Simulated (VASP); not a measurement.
Set up this calculation in VASP 6.6.1, as the native input.

* Task: single point
* Functional: PBE
* Potentials or basis: VASP PAW PBE potentials, release 64 (Al, N)
* Cutoff: 520 eV
* k mesh: 8 × 8 × 2
* Occupations: gaussian, width 0.05 eV
* Spin: no spin polarisation
* Dipole correction: no
* Further INCAR settings: ALGO = Normal; EDIFF = 1e-06; NBANDS = 36

The structure of AlN lies in POSCAR:

```
AlN
1.0
    2.1839935596     -2.1839935596      0.0000000000
    2.1839935596      0.0000000000     -2.1839935596
   10.4680250460     10.4680250460     10.4680250460
Al N
6 6
Direct
    0.6666666667      0.6666666667      0.0521308641
    0.0000000000      0.0000000000      0.7475799579
    0.3333333333      0.3333333333      0.1912206828
    0.6666666667      0.6666666667      0.4694003203
    0.0000000000      0.0000000000      0.3303105016
    0.3333333333      0.3333333333      0.6084901391
    0.6666666667      0.6666666667      0.3650829563
    1.0000000000      1.0000000000      0.2259931375
    0.3333333333      0.3333333333      0.5041727750
    0.6666666667      0.6666666667      0.7823524126
    0.0000000000      0.0000000000      0.6432625938
    0.3333333333      0.3333333333      0.0869033188
```

These files were run (other wordings do the same):

INCAR

```
  PREC = Accurate
  ENCUT = 520
  EDIFF = 1E-6
  ISMEAR = 0
  SIGMA = 0.05
  LREAL = F
  LASPH = T
  NELM = 80
  ALGO = Normal
  ISIF = 2
  LWAVE = F
  LCHARG = F
  GGA = PE
  NBANDS = 36
```

KPOINTS

```
regular mesh
0
Gamma
  8 8 2
```

Potentials or basis: VASP PAW PBE potentials, release 64 (Al, N).

Run with:

```console
$ cat potpaw_PBE.64/Al/POTCAR potpaw_PBE.64/N/POTCAR > POTCAR
$ mpirun -np 1 vasp_std > vasp.out
```

Results of the run:

The pressure is 3.1 GPa and the largest force is 1.970 eV/Å. The band gap on the k mesh is zero (band 24 reaches 5.79 eV, above the bottom of band 25 at 5.55 eV).

Caveat: forces of over 1 eV/Å act on the atoms, so gaps and moduli don't describe the material at rest.

Wall time 2.7 min on 1 thread of AMD EPYC 9R45 96-Core Processor (Zen 5) (shared host), peak memory 0.26 GiB.
